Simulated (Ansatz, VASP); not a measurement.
C: VASP beside Ansatz

```
C
1.0
     2.46125    0.00000    0.00000
    -1.23062    2.13150    0.00000
     0.00000    0.00000    4.16256
C
4
Direct
  0.33333 0.66667 0.00006
  0.66667 0.33333 0.50006
  0.33333 0.66667 0.37394
  0.66667 0.33333 0.87394
```

Alike in both runs: task single point; functional PBEsol; k mesh 9 × 9 × 6; no spin polarisation.

|  | VASP | Ansatz |
| --- | --- | --- |
| version | VASP 6.6.1 | Ansatz 0.2.0 |
| potentials or method | VASP PAW PBE potentials, release 64 (C), cutoff 520 eV | scalar-relativistic, plane waves, PAW |
| occupations | gaussian, width 0.01 eV | fixed |
| valence electrons in the cell | 16 | 16 |

VASP gave:

| Property | Result |
| --- | --- |
| gap on the k mesh at the Fermi level (eV) | 2.87 |
| least direct gap on the mesh (eV) | 4.95 |

Estimate Ansatz's values.

gap on the k mesh at the Fermi level (eV): 2.89; least direct gap on the mesh (eV): 4.96.

VASP's potentials were made for PBE, not for PBEsol, and Ansatz warns of the same on its side.
